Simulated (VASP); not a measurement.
# Zn: single point with r2SCAN

The system is Zn.

```xyz
1
Lattice="-1.5063 1.5690 1.5690 1.5063 -1.5690 1.5690 1.5063 1.5690 -1.5690" Properties=species:S:1:pos:R:3 pbc="T T T"
Zn    0.0000    0.0000    0.0000
```

This cell differs from its parent crystal: strain -0.0400 x Voigt [1, 0, 0, 0, 0, 0].

```json
{
 "Program": "VASP 6.6.1",
 "Task": "single point",
 "Functional": "r2SCAN",
 "Potentials or basis": "VASP PAW PBE potentials, release 64 (Zn)",
 "Cutoff": "520 eV",
 "k mesh": "22 × 22 × 22",
 "Occupations": "gaussian, width 0.15 eV",
 "Spin": "no spin polarisation",
 "Dipole correction": "no",
 "Further INCAR settings": "ALGO = Normal; EDIFF = 1e-06; NBANDS = 12"
}
```

```yaml
Pressure: -1.7 GPa
Band_gap_on_the_k_mesh: zero (bands 6 and 7 overlap by 5.25 eV)
```

Stress tensor (GPa, compression positive):
```
-3.40  0.00  0.00
 0.00 -0.78  0.00
 0.00  0.00 -0.78
```

Levels at points of the mesh, in eV from the Fermi level:
| k point | band 2 | band 3 | band 4 | band 5 | band 6 | band 7 | band 8 | band 9 | band 10 | band 11 |
| --- | --- | --- | --- | --- | --- | --- | --- | --- | --- | --- |
| (0.00, 0.00, 0.00) | -8.38 | -8.29 | -8.29 | -7.83 | -7.75 | 20.22 | 20.22 | 21.19 | 21.99 | 21.99 |
| (0.50, 0.00, 0.00) | -8.59 | -7.87 | -7.78 | -7.43 | -3.30 | -1.29 | 12.91 | 14.30 | 16.69 | 18.48 |
| (0.00, 0.50, 0.00) | -8.69 | -7.81 | -7.71 | -7.42 | -3.06 | -0.83 | 11.92 | 13.18 | 15.69 | 17.56 |
| (0.50, 0.50, 0.50) | -8.96 | -7.51 | -7.51 | -7.49 | 3.96 | 3.96 | 5.34 | 8.01 | 8.39 | 9.65 |

Run time: 6.8 min on 1 thread of Intel(R) Xeon(R) Platinum 8488C (Sapphire Rapids), on a shared host, peak memory 0.25 GiB.

Caveat: the cell differs from its parent crystal (strain -0.0400 x Voigt [1, 0, 0, 0, 0, 0]); the PAW data sets were made with another functional, which shifts forces and pressure a little.
